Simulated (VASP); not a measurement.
Set up this calculation in VASP 6.6.1, as the native input.

```
Task                   : single point
Functional             : LDA
Potentials or basis    : VASP PAW LDA potentials, release 64 (Al, Cu)
Cutoff                 : 520 eV
k mesh                 : 12 × 12 × 8
Occupations            : gaussian, width 0.15 eV
Spin                   : no spin polarisation
Dipole correction      : no
Further INCAR settings : ALGO = Fast; EDIFF = 1e-06; NBANDS = 24
```

The structure of Al3Cu2 lies in POSCAR:

```
Al3Cu2
1.0
    3.9610147888      0.0000000000      0.0000000000
   -1.9805073944      3.4303394319      0.0000000000
    0.0000000000      0.0000000000      5.1618512506
Al Cu
3 2
Direct
    0.0000000000      0.0000000000      0.0000000000
    0.3394515450      0.6666666667      0.3508928116
    0.6605484550      0.3333333333      0.6491071884
    0.3231748305      0.6666666667      0.8415870660
    0.6768251695      0.3333333333      0.1584129340
```

This cell differs from its parent crystal: atoms displaced along a vibrational mode, the cell strained.

These files were run (other wordings do the same):

INCAR

```
  PREC = Accurate
  ENCUT = 520
  EDIFF = 1E-6
  ISMEAR = 0
  SIGMA = 0.15
  LREAL = F
  LASPH = T
  NELM = 100
  ALGO = Fast
  ISIF = 2
  LWAVE = F
  LCHARG = F
  NBANDS = 24
```

KPOINTS

```
Automatic mesh
0
Gamma
  12 12 8
```

Potentials or basis: VASP PAW LDA potentials, release 64 (Al, Cu).

Launch:

```bash
$ cat potpaw_LDA.64/Al/POTCAR potpaw_LDA.64/Cu/POTCAR > POTCAR
$ mpirun -np 1 vasp_std > vasp.out
```

It gave:

```
Pressure               : -0.5 GPa
Largest force          : 0.294 eV/Å
Band gap on the k mesh : zero (an odd number of electrons rules out a gap without spin polarisation)
```

Caveat: the cell differs from its parent crystal (atoms displaced along a vibrational mode, the cell strained); the stress differs along the axes, from -8 to 3 GPa.

Wall time 8.8 min on 1 thread of AMD EPYC 9R45 96-Core Processor (Zen 5), with other jobs on the host, peak memory 0.78 GiB.
